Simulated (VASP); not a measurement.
Here is a VASP 6.6.1 calculation.

Contents of INCAR:

```
SYSTEM = Al
  PREC = Accurate
  ENCUT = 520
  EDIFF = 1E-6
  ISMEAR = 1
  SIGMA = 0.15
  LREAL = .FALSE.
  LASPH = .TRUE.
  NELM = 100
  ALGO = Normal
  ISIF = 2
  LWAVE = .FALSE.
  LCHARG = .FALSE.
  GGA = PE
  NBANDS = 8
```

The input KPOINTS:

```
Automatic mesh
0
G
  12 12 12
  0 0 0
```

The input POSCAR:

```
Al
1.0
    0.0000000000      2.0248100000      2.0248100000
    2.0248100000      0.0000000000      2.0248100000
    2.0248100000      2.0248100000      0.0000000000
Al
1
Direct
    0.0000000000      0.0000000000      0.0000000000
```

Potentials or basis: VASP PAW PBE potentials, release 64 (Al).

The run is started by

```bash
$ cat potpaw_PBE.64/Al/POTCAR > POTCAR
$ mpirun -np 1 vasp_std > vasp.out
```

(1) Predict the pressure.

Results:

(1) -0.3 GPa.
